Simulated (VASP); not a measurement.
Runs of VASP 6.6.1 on HgTe. The structure is that of space group I-4m2 (No. 119), or close to it. The cells are those of the table. 

```csv
cell,gap on the mesh (eV),pressure (GPa)
"a = 4.974, b = 4.974, c = 4.062 Å, angles 65.9, 65.9, 48.2°, 2 atoms",none,2.5
"a = 4.844, b = 4.844, c = 4.177 Å, angles 64.5, 64.5, 51.1°, 2 atoms",none,3.1
"a = 4.504, b = 4.504, c = 4.687 Å, angles 58.6, 58.6, 62.7°, 2 atoms",-,4.0
"a = 4.431, b = 4.431, c = 5.117 Å, angles 54.7, 54.7, 70.5°, 2 atoms",-,(a)
"a = 4.642, b = 4.642, c = 4.416 Å, angles 61.6, 61.6, 56.8°, 2 atoms",none,4.0
"a = 4.438, b = 4.438, c = 5.263 Å, angles 53.6, 53.6, 72.7°, 2 atoms",none,0.9
"a = 4.738, b = 4.738, c = 4.290 Å, angles 63.1, 63.1, 53.8°, 2 atoms",none,(b)
```

Alike in all rows: task single point; level PBE; potentials or basis VASP PAW PBE potentials, release 64 (Hg, Te); no spin polarisation; k mesh 14 × 14 × 14; cutoff (eV) 520; smearing gaussian 0.15 eV.

Question: Fill in the values left out.

Answer: (a) 2.0; (b) 3.6.

Caveats: spin-orbit coupling is left out, which moves the levels of the heavy elements.

A k mesh can miss the band edges, and the runs leave out spin-orbit coupling on Hg, Te.

A gap of «none» marks levels without a gap at the run's occupations.
